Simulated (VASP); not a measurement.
# Cu (Cmcm) in VASP: notebook

The runs below take Cu through single point, with PBE.

Everything below comes from runs of VASP 6.6.1. Logs are shortened: lines on timing, memory, paths and dates and some standing lists are left out, and cuts for length are marked.

### 1 The cell of the first run

Symmetry: Cmcm, No. 63, orthorhombic system. Conventional cell: a = 2.378 Å, b = 7.739 Å, c = 2.514 Å, α = 90.00°, β = 90.00°, γ = 90.00°. Within 3.1 Å of Cu (site symmetry m2m) lie 10 Cu at 2.38 to 2.51 Å.

### 2 Single point, PBE

The input, INCAR:

```
SYSTEM = Cu
  PREC = Accurate
  ENCUT = 520
  EDIFF = 1E-7
  ISMEAR = 0
  SIGMA = 0.15
  LREAL = .FALSE.
  LASPH = .TRUE.
  NELM = 100
  ALGO = Fast
  ISIF = 2
  LWAVE = .FALSE.
  LCHARG = .FALSE.
  GGA = PE
  NBANDS = 18
```

The input, KPOINTS:

```
Automatic mesh
0
G
  18 18 18
  0 0 0
```

The input, POSCAR:

```
Cu
1.0
    1.1890956427     -3.8696505880      0.0000000000
    1.1890956427      3.8696505880      0.0000000000
    0.0000000000      0.0000000000      2.5142119659
Cu
2
Direct
    0.1340351705      0.8659648295      0.2500000000
    0.8659648295      0.1340351705      0.7500000000
```

Potentials or basis: VASP PAW PBE potentials, release 64 (Cu).

On the command line:

```console
> cat potpaw_PBE.64/Cu/POTCAR > POTCAR
> mpirun -np 1 vasp_std > vasp.out
```

OUTCAR:

```text
SYSTEM = Cu
   PREC = Accurate
   ENCUT = 520
   EDIFF = 1E-7
   ISMEAR = 0
   LREAL = .FALSE.
   LASPH = .TRUE.
   NELM = 100
   ISIF = 2
   GGA = PE

 ion  position               nearest neighbor table
   1  0.134  0.866  0.250-   2 2.43   2 2.43   2 2.49   2 2.49   2 2.49   2 2.49
   2  0.866  0.134  0.750-   1 2.43   1 2.43   1 2.49   1 2.49   1 2.49   1 2.49

  LATTYP: Found a base centered orthorhombic cell.
 ALAT       =     2.3781912854
 B/A-ratio  =     3.2542803531
 C/A-ratio  =     1.0571950126

  Lattice vectors:

 A1 = (   1.1890956427,  -3.8696505880,   0.0000000000)
 A2 = (   1.1890956427,   3.8696505880,   0.0000000000)
 A3 = (   0.0000000000,   0.0000000000,   2.5142119659)

Analysis of symmetry for initial positions (statically):
=====================================================================
 Subroutine PRICEL returns:
 Original cell was already a primitive cell.

 Routine SETGRP: Setting up the symmetry group for a
 base centered orthorhombic supercell.

 Subroutine GETGRP returns: Found  8 space group operations
 (whereof  4 operations were pure point group operations)
 out of a pool of  8 trial point group operations.

The static configuration has the point symmetry C_2h.
 The point group associated with its full space group is D_2h.

Analysis of symmetry for dynamics (positions and initial velocities):
=====================================================================
 Subroutine PRICEL returns:
 Original cell was already a primitive cell.

 Routine SETGRP: Setting up the symmetry group for a
 base centered orthorhombic supercell.

 Subroutine GETGRP returns: Found  8 space group operations
 (whereof  4 operations were pure point group operations)
 out of a pool of  8 trial point group operations.

The dynamic configuration has the point symmetry C_2h.
 The point group associated with its full space group is D_2h.

 Subroutine INISYM returns: Found  8 space group operations
 (whereof  4 operations are pure point group operations),
 and found     1 'primitive' translations

----------------------------------------------------------------------------------------

                                     Primitive cell

  volume of cell :      23.1377

  direct lattice vectors                    reciprocal lattice vectors
     1.189095643 -3.869650588  0.000000000     0.420487623 -0.129210632  0.000000000
     1.189095643  3.869650588  0.000000000     0.420487623  0.129210632  0.000000000
     0.000000000  0.000000000  2.514211966     0.000000000  0.000000000  0.397738939

  length of vectors
     4.048227281  4.048227281  2.514211966     0.439892292  0.439892292  0.397738939

  position of ions in fractional coordinates (direct lattice)
     0.134035170  0.865964830  0.250000000
     0.865964830  0.134035170  0.750000000

  ion indices of the primitive-cell ions
   primitive index   ion index
                 1           1
                 2           2

----------------------------------------------------------------------------------------

 KPOINTS: Automatic mesh

Automatic generation of k-mesh.
 Grid dimensions read from file:
 generate k-points for:   18   18   18

 Generating k-lattice:

  Cartesian coordinates                     Fractional coordinates (reciprocal lattice)
     0.023360423 -0.007178368  0.000000000     0.055555556  0.000000000  0.000000000
     0.023360423  0.007178368  0.000000000     0.000000000  0.055555556  0.000000000
     0.000000000  0.000000000  0.022096608     0.000000000  0.000000000  0.055555556

  Length of vectors
     0.024438461  0.024438461  0.022096608

  Shift w.r.t. Gamma in fractional coordinates (k-lattice)
     0.000000000  0.000000000  0.000000000

 Subroutine IBZKPT returns following result:
 ===========================================

 Found    910 irreducible k-points:

 Following reciprocal coordinates:
            Coordinates               Weight
  0.000000  0.000000  0.000000      1.000000
  0.055556  0.000000  0.000000      4.000000
  0.111111  0.000000  0.000000      4.000000
  0.166667  0.000000  0.000000      4.000000
  0.222222  0.000000  0.000000      4.000000
  0.277778  0.000000  0.000000      4.000000
[... 16 lines left out ...]
 -0.277778  0.055556  0.000000      4.000000
 -0.222222  0.055556  0.000000      4.000000
 [... further k-points ...]
   k-points           NKPTS =    910   k-points in BZ     NKDIM =    910   number of bands    NBANDS=     18
   number of dos      NEDOS =    301   number of ions     NIONS =      2
   total plane-waves  NPLWV =  18000
   dimension x,y,z NGX =    30 NGY =   30 NGZ =   20
   dimension x,y,z NGXF=    60 NGYF=   60 NGZF=   40
   ions per type =               2
   NGX,Y,Z   is equivalent  to a cutoff of  12.32, 12.32, 13.22 a.u.
   NGXF,Y,Z  is equivalent  to a cutoff of  24.64, 24.64, 26.45 a.u.
 SYSTEM =  Cu
   PREC   = accura    normal or accurate (medium, high low for compatibility)
   ISTART =      0    job   : 0-new  1-cont  2-samecut
   ICHARG =      2    charge: 1-file 2-atom 10-const
   ISPIN  =      1    spin polarized calculation?
   LNONCOLLINEAR =      F non collinear calculations
   LSORBIT =      F    spin-orbit coupling
   LASPH  =      T    aspherical Exc in radial PAW
   ENCUT  =  520.0 eV  38.22 Ry    6.18 a.u.   7.53  7.53  4.67*2*pi/ulx,y,z
   NELM   =    100;   NELMIN=  2; NELMDL= -5     # of ELM steps
   EDIFF  = 0.1E-06   stopping-criterion for ELM
   LREAL  =      F    real-space projection
   EDIFFG = 0.1E-05   stopping-criterion for IOM
   NSW    =      0    number of steps for IOM
   IBRION =     -1    ionic relax: 0-MD 1-quasi-New 2-CG
   NFREE  =      0    steps in history (QN), initial steepest desc. (CG)
   ISIF   =      2    stress and relaxation
   ISYM   =      2    0-nonsym 1-usesym 2-fastsym
   POTIM  = 0.5000    time-step for ionic-motion
   TEBEG  =    0.0;   TEEND  =   0.0 temperature during run
   PSTRESS=    0.0 pullay stress
   NELECT =      22.0000    total number of electrons
   NUPDOWN=      -1.0000    fix difference up-down
   EMIN   =  10.00;   EMAX   =-10.00  energy-range for DOS
   EFERMI =   0.00;   METHOD = LEGACY
   ISMEAR =     0;   SIGMA  =   0.15  broadening in eV -4-tet -1-fermi 0-gaus
   EFERMI_NEDOS =   21; number of points for ismear=-14 and -15
   IALGO  =     68    algorithm
   IMIX   =      4    mixing-type and parameters
     AMIX     =   0.40;   BMIX     =  1.00
     AMIX_MAG =   1.60;   BMIX_MAG =  1.00
  volume/ion in A,a.u.               =      11.57        78.07
  Fermi-wavevector in a.u.,A,eV,Ry     =   1.609814  3.042107 35.259494  2.591500
  Thomas-Fermi vector in A             =   2.705464
   LORBIT       =      0    0 simple, 1 ext, 2 COOP (PROOUT), +10 PAW based schemes
   GGA     = PE    functional components
   LHFCALC =     F    Hartree Fock is set to
   AEXX    =    0.0000 exact exchange contribution
   IVDW    =     0    specifies the selected vdW correction
   LEPSILON=     F    determine dielectric tensor
   LRPA    =     F    only Hartree local field effects (RPA)
 non-spin polarized calculation
 RMM-DIIS sequential band-by-band and
 Gauss-broadening in eV      SIGMA  =   0.15
  energy-cutoff  :      520.00
  volume of cell :       23.14
 maximum number of plane-waves:       642
   NGX = 15   NGY = 15   NGZ =  9

 number of electron      21.9999989 magnetization

 Free energy of the ion-electron system (eV)
  ---------------------------------------------------
  ext. energy  EPLUGINS =         0.00000000
  ---------------------------------------------------
  free energy    TOTEN  =        -7.08565247 eV

  energy without entropy =       -7.07954983  energy(sigma->0) =       -7.08260115

 E-fermi :   7.8230     XC(G=0): -12.8091

 val. band max:        7.8225811694   @ k =  -0.2778   0.1111   0.0000
 cond. band min:       7.8240612511   @ k =   0.5000   0.3889   0.4444
 fundamental gap:      0.0014800817
 Fermi energy:         7.8229951044

 k-point     1 :       0.0000    0.0000    0.0000
  band No.  band energies     occupation
      1      -1.6631      2.00000
      2       2.7215      2.00000
      3       3.4445      2.00000
      4       3.9726      2.00000
      5       4.5510      2.00000
      6       5.1626      2.00000
[... 10 lines left out ...]
     17      28.3170      0.00000
     18      30.4167      0.00000

 k-point     2 :       0.0556    0.0000    0.0000
  band No.  band energies     occupation
      1      -1.5686      2.00000
      2       2.7595      2.00000
      3       3.4826      2.00000
      4       4.0086      2.00000
      5       4.5631      2.00000
      6       5.1546      2.00000
[... 10 lines left out ...]
     17      27.4589      0.00000
     18      30.6970      0.00000

 k-point     3 :       0.1111    0.0000    0.0000
  band No.  band energies     occupation
      1      -1.2879      2.00000
      2       2.8650      2.00000
      3       3.5929      2.00000
      4       4.1140      2.00000
      5       4.5978      2.00000
      6       5.0880      2.00000
[... 10 lines left out ...]
     17      27.5207      0.00000
     18      30.9717      0.00000

 k-point     4 :       0.1667    0.0000    0.0000
  band No.  band energies     occupation
      1      -0.8305      2.00000
      2       3.0146      2.00000
      3       3.7581      2.00000
      4       4.2646      2.00000
      5       4.6494      2.00000
      6       4.7859      2.00000
[... 375 lines left out ...]
      4       4.0811      2.00000
      5       4.8089      2.00000
      6       4.8761      2.00000
[... 10 lines left out ...]
     17      28.2422      0.00000
     18      30.8366      0.00000

 k-point    23 :      -0.2778    0.0556    0.0000
  band No.  band energies     occupation
      1      -0.0670      2.00000
      2       3.1452      2.00000
      3       3.8820      2.00000
      4       4.2468      2.00000
      5       4.6934      2.00000
      6       4.7542      2.00000
[... 10 lines left out ...]
     17      27.9505      0.00000
     18      31.0853      0.00000

 k-point    24 :      -0.2222    0.0556    0.0000
  band No.  band energies     occupation
      1      -0.7058      2.00000
      2       2.9972      2.00000
      3       3.7069      2.00000
      4       4.3229      2.00000
      5       4.6839      2.00000
      6       4.6903      2.00000
[... 10 lines left out ...]
     17      27.7239      0.00000
     18      30.8849      0.00000

 [... further k-points ...]
[... 5 lines left out ...]
  --------------------------------------------------------------------------------------
  -------------------------------------------------------------------------------------
  Total        2.5284471      2.1057487      1.2579093      0.0000000     -0.0000000      0.0000000
  in kB      175.0830215    145.8131531     87.1042781      0.0000000     -0.0000000      0.0000000
  external PRESSURE =     136.0001509 kB  Pullay stress =       0.0000000 kB

 VOLUME and BASIS-vectors are now :
 -----------------------------------------------------------------------------
  energy-cutoff  :      520.00
  volume of cell :       23.14
      direct lattice vectors                 reciprocal lattice vectors
     1.189095643 -3.869650588  0.000000000     0.420487623 -0.129210632  0.000000000
     1.189095643  3.869650588  0.000000000     0.420487623  0.129210632  0.000000000
     0.000000000  0.000000000  2.514211966     0.000000000  0.000000000  0.397738939

 POSITION                                       TOTAL-FORCE (eV/Angst)
 -----------------------------------------------------------------------------------
      1.18910      2.83231      0.62855         0.000000      0.132249     -0.000000
      1.18910     -2.83231      1.88566         0.000000     -0.132249      0.000000
 -----------------------------------------------------------------------------------
    total drift:                                0.000000      0.000000      0.000000

  FREE ENERGIE OF THE ION-ELECTRON SYSTEM (eV)
  ---------------------------------------------------
  free  energy   TOTEN  =        -7.0856524682 eV

  energy  without entropy=       -7.0795498316  energy(sigma->0) =       -7.08260115
```

Run time: 4.1 min. Hardware: 1 thread of Intel Xeon 6975P-C (Granite Rapids), shared host; peak memory 0.41 GiB.

Results:

```
Free energy            : -7.0857 eV
Pressure               : 13.6 GPa
Largest force          : 0.132 eV/Å
Band gap on the k mesh : zero (bands 11 and 12 overlap by 5.70 eV)
```

Forces on the atoms (eV/Å):
```
Cu   0.000  0.132  0.000
Cu   0.000 -0.132  0.000
```

Caveat: the stress differs along the axes, from 9 to 18 GPa.

### 3 Single point, PBE

This run uses another cell than the first one, of 12.06 Å³/atom.

The input, INCAR:

```
SYSTEM = Cu
ALGO     = Fast           ! electronic algorithm
EDIFF    = 1E-7           ! SCF threshold, eV
ENCUT    = 520            ! plane-wave cutoff, eV
GGA      = PE             ! functional
ISIF     = 2              ! what is computed and relaxed
ISMEAR   = 0              ! smearing method
LASPH    = .True.         ! aspherical terms in the spheres
LCHARG   = .True.         ! write CHGCAR
LELF     = .True.         ! ELF
LREAL    = .False.        ! projectors in reciprocal space
LVHAR    = .True.       
LWAVE    = .False.        ! write WAVECAR
NBANDS   = 18             ! bands
NELM     = 100            ! most SCF steps
PREC     = Accurate       ! precision mode
SIGMA    = 0.15           ! smearing width, eV
```

The input, KPOINTS:

```
k-points
0
Gamma
  18 18 18
  0 0 0
```

The input, POSCAR:

```
Cu
1.0
    1.2138684686     -3.9502683086      0.0000000000
    1.2138684686      3.9502683086      0.0000000000
    0.0000000000      0.0000000000      2.5142119659
Cu
2
Direct
    0.1340351705      0.8659648295      0.2500000000
    0.8659648295      0.1340351705      0.7500000000
```

Potentials or basis: VASP PAW PBE potentials, release 64 (Cu).

On the command line:

```console
> cat potpaw_PBE.64/Cu/POTCAR > POTCAR
> mpirun -np 1 vasp_std > vasp.out
```

Run time: 3 min. Hardware: 1 thread of Intel Xeon 6975P-C (Granite Rapids), shared host; peak memory 0.42 GiB.

The run converged. Its results:

```
Free energy            : -7.1561 eV
Pressure               : 7.0 GPa
Largest force          : 0.064 eV/Å
Band gap on the k mesh : zero (bands 11 and 12 overlap by 5.64 eV)
```

Forces in eV/Å, atoms in the order of the input:
```
Cu   0.000  0.064  0.000
Cu   0.000 -0.064  0.000
```

Stress tensor (GPa, compression positive):
```
8.58 0.00 0.00
0.00 7.45 0.00
0.00 0.00 4.98
```

Levels at points of the mesh, in eV from the Fermi level:
| k point | band 7 | band 8 | band 9 | band 10 | band 11 | band 12 | band 13 | band 14 | band 15 | band 16 |
| --- | --- | --- | --- | --- | --- | --- | --- | --- | --- | --- |
| (0.00, 0.00, 0.00) | -2.28 | -1.98 | -1.83 | -1.68 | -1.41 | 0.12 | 4.98 | 14.06 | 18.71 | 19.11 |
| (0.50, 0.00, 0.00) | -2.74 | -2.45 | -2.12 | -1.64 | -0.40 | 1.38 | 2.70 | 7.05 | 13.22 | 15.94 |
| (0.50, 0.50, 0.00) | -2.53 | -2.33 | -2.30 | -1.92 | -1.58 | -1.50 | 13.94 | 15.61 | 15.84 | 16.99 |
| (0.00, 0.00, 0.50) | -2.66 | -2.66 | -1.66 | -1.66 | -0.12 | -0.12 | 8.16 | 8.16 | 9.43 | 9.43 |
| (0.50, 0.00, 0.50) | -1.79 | -1.79 | -1.27 | -1.27 | 3.67 | 3.67 | 7.44 | 7.44 | 9.62 | 9.62 |
| (0.50, 0.50, 0.50) | -1.95 | -1.95 | -1.56 | -1.56 | -1.01 | -1.01 | 3.54 | 3.54 | 18.08 | 18.08 |

Caveat: the cell stands under pressure.
